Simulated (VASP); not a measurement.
Input of a VASP 6.6.1 run:

Contents of INCAR:

```
ALGO     = Normal         # electronic algorithm
EDIFF    = 1E-7           # SCF threshold, eV
ENCUT    = 520            # plane-wave cutoff, eV
GGA      = PE             # functional
ISIF     = 2              # what is computed and relaxed
ISMEAR   = -1             # smearing method
LASPH    = T              # aspherical terms in the spheres
LCHARG   = T              # write CHGCAR
LELF     = T              # ELF
LREAL    = F              # projectors in reciprocal space
LVHAR    = T            
LWAVE    = F              # write WAVECAR
NBANDS   = 32             # bands
NELM     = 60             # most SCF steps
PREC     = Accurate       # precision mode
SIGMA    = 0.02           # smearing width, eV
```

The input KPOINTS:

```
k-points
0
Gamma
  6 6 6
```

File POSCAR:

```
TlPbF3
1.0
    4.9693183098      0.0000000000      0.0000000000
    0.0000000000      4.9693183098      0.0000000000
    0.0000000000      0.0000000000      4.9693183098
Tl Pb F
1 1 3
Direct
    0.0000000000      0.0000000000      0.0000000000
    0.5000000000      0.5000000000      0.5000000000
    0.5000000000      0.5000000000      0.0000000000
    0.5000000000      0.0000000000      0.5000000000
    0.0000000000      0.5000000000      0.5000000000
```

Potentials or basis: VASP PAW PBE potentials, release 64 (Tl_d, Pb_d, F).

Command:

```bash
$ cat potpaw_PBE.64/Tl_d/POTCAR potpaw_PBE.64/Pb_d/POTCAR potpaw_PBE.64/F/POTCAR > POTCAR
$ mpirun -np 1 vasp_std > vasp.out
```

Question: Predict the pressure.

Answer: -2.5 GPa.

Question: What does it give for the band gap on the k mesh?

Answer: 2.18 eV (least direct gap 2.97 eV).

Caveat: the cell differs from its parent crystal (strain +4.0%); spin-orbit coupling is left out, which moves the levels of the heavy elements. A k mesh can miss the band edges.
